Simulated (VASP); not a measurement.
# Ti2In (P6/mmm) in VASP: a series of runs, part 2 of 2

VASP 6.6.1. The steps go on from the part before.

## Step 5: Single point, PBE

INCAR reads:

```
PREC = Accurate ; ENCUT = 520
EDIFF = 1E-6 ; ISMEAR = 0
SIGMA = 0.1 ; LREAL = F
LASPH = T ; NELM = 100
ALGO = Fast ; ISIF = 2
LWAVE = F ; LCHARG = F
GGA = PE ; NBANDS = 26
```

KPOINTS reads:

```
regular mesh
0
Gamma
  12 12 16
```

POSCAR reads:

```
Ti2In
1.0
    5.0247875451      0.0000000000      0.0000000000
   -2.5123937725      4.3515936627      0.0000000000
    0.0000000000      0.0000000000      2.7609713884
Ti In
2 1
Direct
    0.3333333333      0.6666666667      0.5000000000
    0.6666666667      0.3333333333      0.5000000000
    0.0000000000      0.0000000000      0.5000000000
```

Potentials or basis: VASP PAW PBE potentials, release 64 (Ti_sv, In_d).

Run with:

```bash
$ cat potpaw_PBE.64/Ti_sv/POTCAR potpaw_PBE.64/In_d/POTCAR > POTCAR
$ mpirun -np 1 vasp_std > vasp.out
```

OUTCAR:

```text
PREC = Accurate
   ENCUT = 520
   EDIFF = 1E-6
   ISMEAR = 0
   LREAL = F
   LASPH = T
   NELM = 100
   ISIF = 2
   GGA = PE

 ion  position               nearest neighbor table
   1  0.333  0.667  0.500-   3 2.90   2 2.90   2 2.90   3 2.90   3 2.90   2 2.90
   2  0.667  0.333  0.500-   3 2.90   1 2.90   1 2.90   3 2.90   3 2.90   1 2.90
   3  0.000  0.000  0.500-   1 2.90   2 2.90   1 2.90   2 2.90   2 2.90   1 2.90

  LATTYP: Found a hexagonal cell.
 ALAT       =     5.0247875451
 C/A-ratio  =     0.5494702738

  Lattice vectors:

 A1 = (   5.0247875451,   0.0000000000,   0.0000000000)
 A2 = (  -2.5123937725,   4.3515936627,   0.0000000000)
 A3 = (   0.0000000000,   0.0000000000,   2.7609713884)

Analysis of symmetry for initial positions (statically):
=====================================================================
 Subroutine PRICEL returns:
 Original cell was already a primitive cell.

 Routine SETGRP: Setting up the symmetry group for a
 hexagonal supercell.

 Subroutine GETGRP returns: Found 24 space group operations
 (whereof 24 operations were pure point group operations)
 out of a pool of 24 trial point group operations.

The static configuration has the point symmetry D_6h.

Analysis of symmetry for dynamics (positions and initial velocities):
=====================================================================
 Subroutine PRICEL returns:
 Original cell was already a primitive cell.

 Routine SETGRP: Setting up the symmetry group for a
 hexagonal supercell.

 Subroutine GETGRP returns: Found 24 space group operations
 (whereof 24 operations were pure point group operations)
 out of a pool of 24 trial point group operations.

The dynamic configuration has the point symmetry D_6h.

 Subroutine INISYM returns: Found 24 space group operations
 (whereof 24 operations are pure point group operations),
 and found     1 'primitive' translations

----------------------------------------------------------------------------------------

                                     Primitive cell

  volume of cell :      60.3709

  direct lattice vectors                    reciprocal lattice vectors
     5.024787545  0.000000000  0.000000000     0.199013389  0.114900434  0.000000000
    -2.512393772  4.351593663  0.000000000     0.000000000  0.229800868  0.000000000
     0.000000000  0.000000000  2.760971388     0.000000000  0.000000000  0.362191366

  length of vectors
     5.024787545  5.024787545  2.760971388     0.229800868  0.229800868  0.362191366

  position of ions in fractional coordinates (direct lattice)
     0.333333333  0.666666667  0.500000000
     0.666666667  0.333333333  0.500000000
     0.000000000  0.000000000  0.500000000

  ion indices of the primitive-cell ions
   primitive index   ion index
                 1           1
                 2           2
                 3           3

----------------------------------------------------------------------------------------

 KPOINTS: regular mesh

Automatic generation of k-mesh.
 Grid dimensions read from file:
 generate k-points for:   12   12   16

 Generating k-lattice:

  Cartesian coordinates                     Fractional coordinates (reciprocal lattice)
     0.016584449  0.009575036  0.000000000     0.083333333  0.000000000  0.000000000
     0.000000000  0.019150072  0.000000000     0.000000000  0.083333333  0.000000000
     0.000000000  0.000000000  0.022636960     0.000000000  0.000000000  0.062500000

  Length of vectors
     0.019150072  0.019150072  0.022636960

  Shift w.r.t. Gamma in fractional coordinates (k-lattice)
     0.000000000  0.000000000  0.000000000

 Subroutine IBZKPT returns following result:
 ===========================================

 Found    171 irreducible k-points:

 Following reciprocal coordinates:
            Coordinates               Weight
  0.000000  0.000000  0.000000      1.000000
  0.083333  0.000000  0.000000      6.000000
  0.166667  0.000000  0.000000      6.000000
  0.250000  0.000000  0.000000      6.000000
  0.333333  0.000000  0.000000      6.000000
  0.416667  0.000000  0.000000      6.000000
[... 16 lines left out ...]
  0.250000  0.000000  0.062500     12.000000
  0.333333  0.000000  0.062500     12.000000
 [... further k-points ...]
   k-points           NKPTS =    171   k-points in BZ     NKDIM =    171   number of bands    NBANDS=     26
   number of dos      NEDOS =    301   number of ions     NIONS =      3
   total plane-waves  NPLWV =  38400
   dimension x,y,z NGX =    40 NGY =   40 NGZ =   24
   dimension x,y,z NGXF=    80 NGYF=   80 NGZF=   48
   ions per type =               2   1
   NGX,Y,Z   is equivalent  to a cutoff of  13.23, 13.23, 14.45 a.u.
   NGXF,Y,Z  is equivalent  to a cutoff of  26.47, 26.47, 28.90 a.u.
 SYSTEM =  unknown system
   PREC   = accura    normal or accurate (medium, high low for compatibility)
   ISTART =      0    job   : 0-new  1-cont  2-samecut
   ICHARG =      2    charge: 1-file 2-atom 10-const
   ISPIN  =      1    spin polarized calculation?
   LNONCOLLINEAR =      F non collinear calculations
   LSORBIT =      F    spin-orbit coupling
   LASPH  =      T    aspherical Exc in radial PAW
   ENCUT  =  520.0 eV  38.22 Ry    6.18 a.u.   9.34  9.34  5.13*2*pi/ulx,y,z
   NELM   =    100;   NELMIN=  2; NELMDL= -5     # of ELM steps
   EDIFF  = 0.1E-05   stopping-criterion for ELM
   LREAL  =      F    real-space projection
   EDIFFG = 0.1E-04   stopping-criterion for IOM
   NSW    =      0    number of steps for IOM
   IBRION =     -1    ionic relax: 0-MD 1-quasi-New 2-CG
   NFREE  =      0    steps in history (QN), initial steepest desc. (CG)
   ISIF   =      2    stress and relaxation
   ISYM   =      2    0-nonsym 1-usesym 2-fastsym
   POTIM  = 0.5000    time-step for ionic-motion
   TEBEG  =    0.0;   TEEND  =   0.0 temperature during run
   PSTRESS=    0.0 pullay stress
   NELECT =      37.0000    total number of electrons
   NUPDOWN=      -1.0000    fix difference up-down
   EMIN   =  10.00;   EMAX   =-10.00  energy-range for DOS
   EFERMI =   0.00;   METHOD = LEGACY
   ISMEAR =     0;   SIGMA  =   0.10  broadening in eV -4-tet -1-fermi 0-gaus
   EFERMI_NEDOS =   21; number of points for ismear=-14 and -15
   IALGO  =     68    algorithm
   IMIX   =      4    mixing-type and parameters
     AMIX     =   0.40;   BMIX     =  1.00
     AMIX_MAG =   1.60;   BMIX_MAG =  1.00
  volume/ion in A,a.u.               =      20.12       135.80
  Fermi-wavevector in a.u.,A,eV,Ry     =   1.390591  2.627836 26.310176  1.933743
  Thomas-Fermi vector in A             =   2.514511
   LORBIT       =      0    0 simple, 1 ext, 2 COOP (PROOUT), +10 PAW based schemes
   GGA     = PE    functional components
   LHFCALC =     F    Hartree Fock is set to
   AEXX    =    0.0000 exact exchange contribution
   IVDW    =     0    specifies the selected vdW correction
   LEPSILON=     F    determine dielectric tensor
   LRPA    =     F    only Hartree local field effects (RPA)
 non-spin polarized calculation
 RMM-DIIS sequential band-by-band and
 Gauss-broadening in eV      SIGMA  =   0.10
  energy-cutoff  :      520.00
  volume of cell :       60.37
 maximum number of plane-waves:      1648
 NGX is ok and might be reduce to    40
   NGX = 19   NGY = 19   NGZ = 11

 number of electron      36.9999994 magnetization

 Free energy of the ion-electron system (eV)
  ---------------------------------------------------
  ext. energy  EPLUGINS =         0.00000000
  ---------------------------------------------------
  free energy    TOTEN  =       -17.08138830 eV

  energy without entropy =      -17.05518630  energy(sigma->0) =      -17.06828730

 E-fermi :   7.8332     XC(G=0): -11.0219

 val. band max:        7.8331158395   @ k =   0.3333   0.1667   0.2500
 cond. band min:       7.8381853298   @ k =   0.1667   0.0000   0.0000
 fundamental gap:      0.0050694904
 Fermi energy:         7.8332032471

 k-point     1 :       0.0000    0.0000    0.0000
  band No.  band energies     occupation
      1     -48.8745      2.00000
      2     -48.8111      2.00000
      3     -25.2257      2.00000
      4     -25.2257      2.00000
      5     -24.9823      2.00000
      6     -24.9823      2.00000
[... 18 lines left out ...]
     25      10.9385      0.00000
     26      11.7802      0.00000
[... 644 lines left out ...]
      4     -25.1835      2.00000
      5     -25.0216      2.00000
      6     -24.9639      2.00000
[... 18 lines left out ...]
     25      10.7088      0.00000
     26      11.5465      0.00000

 [... further k-points ...]

------------------------ aborting loop because EDIFF is reached ----------------------------------------

  FORCE on cell =-STRESS in cart. coord.  units (eV):
  Direction    XX          YY          ZZ          XY          YZ          ZX
  --------------------------------------------------------------------------------------
  -------------------------------------------------------------------------------------
  Total        0.0041505      0.0041505      0.0217570      0.0000000     -0.0000000      0.0000000
  in kB        0.1101485      0.1101485      0.5774071      0.0000000     -0.0000000      0.0000000
  external PRESSURE =       0.2659014 kB  Pullay stress =       0.0000000 kB

 VOLUME and BASIS-vectors are now :
 -----------------------------------------------------------------------------
  energy-cutoff  :      520.00
  volume of cell :       60.37
      direct lattice vectors                 reciprocal lattice vectors
     5.024787545  0.000000000  0.000000000     0.199013389  0.114900434  0.000000000
    -2.512393772  4.351593663  0.000000000     0.000000000  0.229800868  0.000000000
     0.000000000  0.000000000  2.760971388     0.000000000  0.000000000  0.362191366

 POSITION                                       TOTAL-FORCE (eV/Angst)
 -----------------------------------------------------------------------------------
     -0.00000      2.90106      1.38049        -0.000000      0.000000      0.000000
      2.51239      1.45053      1.38049         0.000000     -0.000000      0.000000
      0.00000      0.00000      1.38049        -0.000000      0.000000      0.000000
 -----------------------------------------------------------------------------------
    total drift:                                0.000000      0.000000      0.000000

  FREE ENERGIE OF THE ION-ELECTRON SYSTEM (eV)
  ---------------------------------------------------
  free  energy   TOTEN  =       -17.0813883000 eV

  energy  without entropy=      -17.0551862988  energy(sigma->0) =      -17.06828730
```

OSZICAR:

```text
N       E                     dE             d eps       ncg     rms          rms(c)
DAV:   1     0.409136528885E+03    0.40914E+03   -0.18717E+04  8908   0.184E+03
DAV:   2     0.269743427255E+02   -0.38216E+03   -0.37551E+03  8972   0.496E+02
DAV:   3    -0.144917432946E+02   -0.41466E+02   -0.40671E+02 14230   0.154E+02
[... 40 lines left out ...]
RMM:  44    -0.170813868630E+02   -0.65782E-06   -0.15048E-05  9567   0.220E-02    0.289E-03
RMM:  45    -0.170813873942E+02   -0.53125E-06   -0.13648E-05  9425   0.214E-02    0.300E-03
RMM:  46    -0.170813877780E+02   -0.38380E-06   -0.12403E-05  9443   0.209E-02    0.306E-03
RMM:  47    -0.170813881282E+02   -0.35020E-06   -0.11258E-05  9545   0.206E-02    0.341E-03
RMM:  48    -0.170813883025E+02   -0.17425E-06   -0.10482E-05  9292   0.202E-02    0.349E-03
RMM:  49    -0.170813883000E+02    0.24547E-08   -0.94861E-06  9227   0.200E-02
   1 F= -.17081388E+02 E0= -.17068287E+02  d E =-.262020E-01
```

stdout:

```text
POSCAR found type information on POSCAR TiIn
 POSCAR found :  2 types and       3 ions
 scaLAPACK will be used
 LDA part: xc-table for (Slater+PW92), standard interpolation
 POSCAR, INCAR and KPOINTS ok, starting setup
 FFT: planning ... GRIDC
 FFT: planning ... GRID_SOFT
 FFT: planning ... GRID
 WAVECAR not read
 entering main loop
WARNING in EDDRMM: call to ZHEGV failed, returncode =   8  4     12
WARNING in EDDRMM: call to ZHEGV failed, returncode =   8  4     15
WARNING in EDDRMM: call to ZHEGV failed, returncode =   8  4     18
WARNING in EDDRMM: call to ZHEGV failed, returncode =   8  4     23
WARNING in EDDRMM: call to ZHEGV failed, returncode =   6  3      5
WARNING in EDDRMM: call to ZHEGV failed, returncode =   6  3     15
WARNING in EDDRMM: call to ZHEGV failed, returncode =   6  3     15
WARNING in EDDRMM: call to ZHEGV failed, returncode =   8  4     14
WARNING in EDDRMM: call to ZHEGV failed, returncode =   8  4     15
WARNING in EDDRMM: call to ZHEGV failed, returncode =   8  4     14
WARNING in EDDRMM: call to ZHEGV failed, returncode =   8  4     14
WARNING in EDDRMM: call to ZHEGV failed, returncode =   6  3      3
WARNING in EDDRMM: call to ZHEGV failed, returncode =   6  3     20
WARNING in EDDRMM: call to ZHEGV failed, returncode =   6  3     14
WARNING in EDDRMM: call to ZHEGV failed, returncode =   6  3     18
WARNING in EDDRMM: call to ZHEGV failed, returncode =   8  4     14
```

Wall time 13 min (1 thread of AMD EPYC 9R45 (Zen 5), shared host); peak memory 0.35 GiB.

Results:

```yaml
Free_energy: -17.0814 eV
Pressure: 0.0 GPa
```

Levels at points of the mesh, in eV from the Fermi level:
| k point | band 15 | band 16 | band 17 | band 18 | band 19 | band 20 | band 21 | band 22 | band 23 | band 24 |
| --- | --- | --- | --- | --- | --- | --- | --- | --- | --- | --- |
| (0.00, 0.00, 0.00) | -2.17 | -2.17 | -1.32 | -0.49 | 0.05 | 0.05 | 1.89 | 2.32 | 2.32 | 3.01 |
| (0.50, 0.00, 0.00) | -4.42 | -1.65 | -1.61 | -0.65 | -0.25 | -0.23 | 1.91 | 2.24 | 2.26 | 2.37 |
| (0.00, 0.00, 0.50) | -2.49 | -0.91 | -0.91 | 0.01 | 0.01 | 0.75 | 0.75 | 1.18 | 1.18 | 3.76 |
| (0.50, 0.00, 0.50) | -2.34 | -1.23 | -0.99 | -0.30 | 0.23 | 0.44 | 1.25 | 1.53 | 2.46 | 2.75 |

Caveat: spin-orbit coupling is left out, which moves the levels of the heavy elements.

## Step 6: Summary

| task | spin | cell | k mesh | cutoff (eV) | gap on the mesh (eV) | pressure (GPa) |
| --- | --- | --- | --- | --- | --- | --- |
| single point | off | a = 5.019, b = 5.019, c = 2.766 Å, angles 90.0, 90.0, 120.0°, 3 atoms | 6 × 6 × 6 | 520 | none | 0.0 |
| relaxation of cell and atoms | off | relaxed from a = 5.030, b = 5.030, c = 2.749 Å, angles 90.0, 90.0, 120.0°, 3 atoms | 6 × 6 × 6 | 600 | none | 0.1 |
| single point | collinear, ferromagnetic start | a = 5.019, b = 5.019, c = 2.766 Å, angles 90.0, 90.0, 120.0°, 3 atoms | 6 × 6 × 6 | 520 | none | 0.1 |
| single point | off | a = 5.025, b = 5.025, c = 2.761 Å, angles 90.0, 90.0, 120.0°, 3 atoms | 12 × 12 × 16 | 520 | none | 0.0 |

Alike in all rows: level PBE; potentials or basis VASP PAW PBE potentials, release 64 (Ti_sv, In_d); smearing gaussian 0.1 eV.

Caveats: some runs use coarse meshes; spin-orbit coupling is left out, which moves the levels of the heavy elements.

Absolute energies hang on the potentials; compare differences alone.
